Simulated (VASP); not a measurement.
# Al2O3 (R-3c) in VASP: a series of runs, part 3 of 3

VASP 6.6.1.

### 5 Single point, PBE (9.69 Å³/atom)

This run uses another cell than the first one, of 9.69 Å³/atom.

INCAR reads:

```
SYSTEM = Al2O3
PREC = Accurate
ENCUT = 520
EDIFF = 1E-6
ISMEAR = 0
SIGMA = 0.05
LREAL = .FALSE.
LASPH = .TRUE.
NELM = 80
ALGO = Normal
ISIF = 2
LWAVE = .FALSE.
LCHARG = .FALSE.
GGA = PE
NBANDS = 35
```

KPOINTS reads:

```
Automatic mesh
0
G
  6 6 6
  0 0 0
```

POSCAR reads:

```
Al2O3
1.0
    2.5540590217      1.4745866637      4.2886056386
   -2.5540590217      1.4745866637      4.2886056386
    0.0000000000     -2.9491733274      4.2886056386
Al O
4 6
Direct
    0.8521293568      0.8521293568      0.8521293568
    0.6478706432      0.6478706432      0.6478706432
    0.1478706432      0.1478706432      0.1478706432
    0.3521293568      0.3521293568      0.3521293568
    0.0561574040      0.4438425960      0.7500000000
    0.7500000000      0.0561574040      0.4438425960
    0.4438425960      0.7500000000      0.0561574040
    0.9438425960      0.5561574040      0.2500000000
    0.2500000000      0.9438425960      0.5561574040
    0.5561574040      0.2500000000      0.9438425960
```

Potentials or basis: VASP PAW PBE potentials, release 64 (Al, O).

Started as:

```sh
cat potpaw_PBE.64/Al/POTCAR potpaw_PBE.64/O/POTCAR > POTCAR
mpirun -np 1 vasp_std > vasp.out
```

OUTCAR:

```text
SYSTEM = Al2O3
   PREC = Accurate
   ENCUT = 520
   EDIFF = 1E-6
   ISMEAR = 0
   LREAL = .FALSE.
   LASPH = .TRUE.
   NELM = 80
   ISIF = 2
   GGA = PE

 ion  position               nearest neighbor table
   1  0.852  0.852  0.852-   9 1.96   8 1.96  10 1.96   7 2.04   6 2.04   5 2.04   2 2.63   3 2.99
                             3 2.99   3 2.99
   2  0.648  0.648  0.648-  10 1.96   8 1.96   9 1.96   7 2.04   6 2.04   5 2.04   1 2.63   4 2.99
                             4 2.99   4 2.99
   3  0.148  0.148  0.148-   6 1.96   5 1.96   7 1.96   9 2.04  10 2.04   8 2.04   4 2.63   1 2.99
                             1 2.99   1 2.99
   4  0.352  0.352  0.352-   7 1.96   5 1.96   6 1.96   9 2.04  10 2.04   8 2.04   3 2.63   2 2.99
                             2 2.99   2 2.99
   5  0.056  0.444  0.750-   3 1.96   4 1.96   1 2.04   2 2.04
   6  0.750  0.056  0.444-   3 1.96   4 1.96   1 2.04   2 2.04
   7  0.444  0.750  0.056-   4 1.96   3 1.96   1 2.04   2 2.04
   8  0.944  0.556  0.250-   1 1.96   2 1.96   3 2.04   4 2.04
   9  0.250  0.944  0.556-   1 1.96   2 1.96   3 2.04   4 2.04
  10  0.556  0.250  0.944-   2 1.96   1 1.96   3 2.04   4 2.04

  LATTYP: Found a trigonal (rhomboedric) cell.
 ALAT       =     5.2047825736
 COS(alpha) =     0.5183997871

  Lattice vectors:

 A1 = (   2.5540590217,   1.4745866637,   4.2886056386)
 A2 = (  -2.5540590217,   1.4745866637,   4.2886056386)
 A3 = (   0.0000000000,  -2.9491733274,   4.2886056386)

Analysis of symmetry for initial positions (statically):
=====================================================================
 Subroutine PRICEL returns:
 Original cell was already a primitive cell.

 Routine SETGRP: Setting up the symmetry group for a
 trigonal (rhombohedral) supercell.

 Subroutine GETGRP returns: Found 12 space group operations
 (whereof  6 operations were pure point group operations)
 out of a pool of 12 trial point group operations.

The static configuration has the point symmetry S_6 .
 The point group associated with its full space group is D_3d.

Analysis of symmetry for dynamics (positions and initial velocities):
=====================================================================
 Subroutine PRICEL returns:
 Original cell was already a primitive cell.

 Routine SETGRP: Setting up the symmetry group for a
 trigonal (rhombohedral) supercell.

 Subroutine GETGRP returns: Found 12 space group operations
 (whereof  6 operations were pure point group operations)
 out of a pool of 12 trial point group operations.

The dynamic configuration has the point symmetry S_6 .
 The point group associated with its full space group is D_3d.

 Subroutine INISYM returns: Found 12 space group operations
 (whereof  6 operations are pure point group operations),
 and found     1 'primitive' translations

----------------------------------------------------------------------------------------

                                     Primitive cell

  volume of cell :      96.9100

  direct lattice vectors                    reciprocal lattice vectors
     2.554059022  1.474586664  4.288605639     0.195766815  0.113026023  0.077725340
    -2.554059022  1.474586664  4.288605639    -0.195766815  0.113026023  0.077725340
     0.000000000 -2.949173327  4.288605639     0.000000000 -0.226052047  0.077725340

[... 81 lines left out ...]
   k-points           NKPTS =     32   k-points in BZ     NKDIM =     32   number of bands    NBANDS=     35
   number of dos      NEDOS =    301   number of ions     NIONS =     10
   total plane-waves  NPLWV =  64000
   dimension x,y,z NGX =    40 NGY =   40 NGZ =   40
   dimension x,y,z NGXF=    80 NGYF=   80 NGZF=   80
   ions per type =               4   6
   NGX,Y,Z   is equivalent  to a cutoff of  12.78, 12.78, 12.78 a.u.
   NGXF,Y,Z  is equivalent  to a cutoff of  25.55, 25.55, 25.55 a.u.
 SYSTEM =  Al2O3
   PREC   = accura    normal or accurate (medium, high low for compatibility)
   ISTART =      0    job   : 0-new  1-cont  2-samecut
   ICHARG =      2    charge: 1-file 2-atom 10-const
   ISPIN  =      1    spin polarized calculation?
   LNONCOLLINEAR =      F non collinear calculations
   LSORBIT =      F    spin-orbit coupling
   LASPH  =      T    aspherical Exc in radial PAW
   ENCUT  =  520.0 eV  38.22 Ry    6.18 a.u.   9.68  9.68  9.68*2*pi/ulx,y,z
   NELM   =     80;   NELMIN=  2; NELMDL= -5     # of ELM steps
   EDIFF  = 0.1E-05   stopping-criterion for ELM
   LREAL  =      F    real-space projection
   EDIFFG = 0.1E-04   stopping-criterion for IOM
   NSW    =      0    number of steps for IOM
   IBRION =     -1    ionic relax: 0-MD 1-quasi-New 2-CG
   NFREE  =      0    steps in history (QN), initial steepest desc. (CG)
   ISIF   =      2    stress and relaxation
   ISYM   =      2    0-nonsym 1-usesym 2-fastsym
   POTIM  = 0.5000    time-step for ionic-motion
   TEBEG  =    0.0;   TEEND  =   0.0 temperature during run
   PSTRESS=    0.0 pullay stress
   NELECT =      48.0000    total number of electrons
   NUPDOWN=      -1.0000    fix difference up-down
   EMIN   =  10.00;   EMAX   =-10.00  energy-range for DOS
   EFERMI =   0.00;   METHOD = LEGACY
   ISMEAR =     0;   SIGMA  =   0.05  broadening in eV -4-tet -1-fermi 0-gaus
   EFERMI_NEDOS =   21; number of points for ismear=-14 and -15
   IALGO  =     38    algorithm
   IMIX   =      4    mixing-type and parameters
     AMIX     =   0.40;   BMIX     =  1.00
     AMIX_MAG =   1.60;   BMIX_MAG =  1.00
  volume/ion in A,a.u.               =       9.69        65.40
  Fermi-wavevector in a.u.,A,eV,Ry     =   1.295286  2.447736 22.827394  1.677766
  Thomas-Fermi vector in A             =   2.426815
   LORBIT       =      0    0 simple, 1 ext, 2 COOP (PROOUT), +10 PAW based schemes
   GGA     = PE    functional components
   LHFCALC =     F    Hartree Fock is set to
   AEXX    =    0.0000 exact exchange contribution
   IVDW    =     0    specifies the selected vdW correction
   LEPSILON=     F    determine dielectric tensor
   LRPA    =     F    only Hartree local field effects (RPA)
 non-spin polarized calculation
 Gauss-broadening in eV      SIGMA  =   0.05
  energy-cutoff  :      520.00
  volume of cell :       96.91
 maximum number of plane-waves:      2667
   NGX = 19   NGY = 19   NGZ = 19

 number of electron      48.0000009 magnetization

 Free energy of the ion-electron system (eV)
  ---------------------------------------------------
  ext. energy  EPLUGINS =         0.00000000
  ---------------------------------------------------
  free energy    TOTEN  =       -73.74432660 eV

  energy without entropy =      -73.74432660  energy(sigma->0) =      -73.74432660

 E-fermi :   5.3744     XC(G=0): -11.0653

 val. band max:        5.1661457565   @ k =   0.0000   0.0000   0.0000
 cond. band min:       9.2216633906   @ k =   0.0000   0.0000   0.0000
 fundamental gap:      4.0555176341
 Fermi energy:         5.3743533286

 k-point     1 :       0.0000    0.0000    0.0000
  band No.  band energies     occupation
      1     -13.5254      2.00000
      2     -11.5162      2.00000
      3     -11.5162      2.00000
      4     -11.3880      2.00000
      5     -11.2001      2.00000
      6     -11.2001      2.00000
[... 901 lines left out ...]
     34      16.9850      0.00000
     35      17.2605      0.00000

 [... further k-points ...]

------------------------ aborting loop because EDIFF is reached ----------------------------------------

  FORCE on cell =-STRESS in cart. coord.  units (eV):
  Direction    XX          YY          ZZ          XY          YZ          ZX
  --------------------------------------------------------------------------------------
  -------------------------------------------------------------------------------------
  Total      -17.2861344    -17.2861344     -0.6833708      0.0000000     -0.0000000      0.0000000
  in kB     -285.7852927   -285.7852927    -11.2979169      0.0000000     -0.0000000      0.0000000
  external PRESSURE =    -194.2895008 kB  Pullay stress =       0.0000000 kB

 VOLUME and BASIS-vectors are now :
 -----------------------------------------------------------------------------
  energy-cutoff  :      520.00
  volume of cell :       96.91
      direct lattice vectors                 reciprocal lattice vectors
     2.554059022  1.474586664  4.288605639     0.195766815  0.113026023  0.077725340
    -2.554059022  1.474586664  4.288605639    -0.195766815  0.113026023  0.077725340
     0.000000000 -2.949173327  4.288605639     0.000000000 -0.226052047  0.077725340

 POSITION                                       TOTAL-FORCE (eV/Angst)
 -----------------------------------------------------------------------------------
      0.00000      0.00000     10.96334        -0.000000      0.000000      0.463823
      0.00000      0.00000      8.33539        -0.000000      0.000000     -0.463823
      0.00000      0.00000      1.90248        -0.000000      0.000000     -0.463823
      0.00000      0.00000      4.53043        -0.000000      0.000000      0.463823
     -0.99017     -1.47459      5.36076        -0.288811      0.000000     -0.000000
      1.77211     -0.12022      5.36076         0.144405     -0.250118     -0.000000
     -0.78194      1.59481      5.36076         0.144405      0.250118     -0.000000
      0.99017      1.47459      7.50506         0.288811      0.000000     -0.000000
     -1.77211      0.12022      7.50506        -0.144405      0.250118     -0.000000
      0.78194     -1.59481      7.50506        -0.144405     -0.250118     -0.000000
 -----------------------------------------------------------------------------------
    total drift:                               -0.000000      0.000000      0.000000

  FREE ENERGIE OF THE ION-ELECTRON SYSTEM (eV)
  ---------------------------------------------------
  free  energy   TOTEN  =       -73.7443266011 eV

  energy  without entropy=      -73.7443266011  energy(sigma->0) =      -73.74432660
```

Run time: 2.9 min. Hardware: 1 thread of Intel Xeon 8259CL, shared host; peak memory 0.27 GiB.

Results:

- Free energy: -73.7443 eV
- Pressure: -19.4 GPa
- Largest force: 0.464 eV/Å
- Band gap on the k mesh: 4.06 eV

Forces on the atoms (eV/Å):
```
Al   0.000  0.000  0.464
Al   0.000  0.000 -0.464
Al   0.000  0.000 -0.464
Al   0.000  0.000  0.464
O   -0.289  0.000  0.000
O    0.144 -0.250  0.000
O    0.144  0.250  0.000
O    0.289  0.000  0.000
O   -0.144  0.250  0.000
O   -0.144 -0.250  0.000
```

Caveat: the cell stands under tension.

### 6 Overview

| cell | gap on the mesh (eV) | pressure (GPa) | largest force (eV/Å) |
| --- | --- | --- | --- |
| a = 5.168 Å, angles 57.6°, 10 atoms | 4.82 | -11.2 | 0.35 |
| a = 5.531 Å, angles 51.9°, 10 atoms | 4.31 | -18.1 | 0.14 |
| a = 5.414 Å, angles 54.2°, 10 atoms | 4.59 | -18.9 | 0.04 |
| a = 5.205 Å, angles 58.8°, 10 atoms | 4.06 | -19.4 | 0.46 |

Alike in all rows: task single point; level PBE; potentials or basis VASP PAW PBE potentials, release 64 (Al, O); no spin polarisation; k mesh 6 × 6 × 6; cutoff (eV) 520; smearing gaussian 0.05 eV.

Caveats: the cell stands under tension.

Total energies depend on the potentials used, so only differences within one code and one set of settings carry meaning.
